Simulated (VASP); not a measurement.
Set up this calculation in VASP 6.6.1, as the native input.

```yaml
Task: single point
Functional: RPBE
Potentials_or_basis: VASP PAW PBE potentials, release 64 (Zn)
Cutoff: 520 eV
k_mesh: 15 × 15 × 15
Occupations: fermi-dirac, width 0.1 eV
Spin: no spin polarisation
Dipole_correction: no
Further_INCAR_settings: ALGO = Normal; EDIFF = 1e-07; NBANDS = 19
```

The structure of Zn lies in POSCAR:

```
Zn
1.0
    0.0000000000      2.9863602757      2.9863602757
    2.9863602757      0.0000000000      2.9863602757
    2.9863602757      2.9863602757      0.0000000000
Zn
2
Direct
    0.1250000000      0.1250000000      0.1250000000
    0.8750000000      0.8750000000      0.8750000000
```

This isn't the form of Zn at room conditions, which is hcp.

These files were run (other wordings do the same):

INCAR

```
ALGO     = Normal         # electronic algorithm
EDIFF    = 1E-7           # SCF threshold, eV
ENCUT    = 520            # plane-wave cutoff, eV
GGA      = RP             # functional
ISIF     = 2              # what is computed and relaxed
ISMEAR   = -1             # smearing method
LASPH    = True           # aspherical terms in the spheres
LCHARG   = False          # write CHGCAR
LREAL    = False          # projectors in reciprocal space
LWAVE    = False          # write WAVECAR
NBANDS   = 19             # bands
NELM     = 60             # most SCF steps
PREC     = Accurate       # precision mode
SIGMA    = 0.1            # smearing width, eV
```

KPOINTS

```
k-points
0
Gamma
  15 15 15
```

Potentials or basis: VASP PAW PBE potentials, release 64 (Zn).

Launch:

```sh
$ cat potpaw_PBE.64/Zn/POTCAR > POTCAR
$ mpirun -np 1 vasp_std > vasp.out
```

It gave:

| Quantity | Value |
| --- | --- |
| Pressure | 0.1 GPa |
| Band gap on the k mesh | zero (bands 12 and 13 overlap by 5.40 eV) |

Caveat: the PAW data sets were made with another functional, which shifts forces and pressure a little.

It took 2.6 min on 1 thread of AMD EPYC 7R13, with other jobs on the host, peak memory 0.2 GiB.
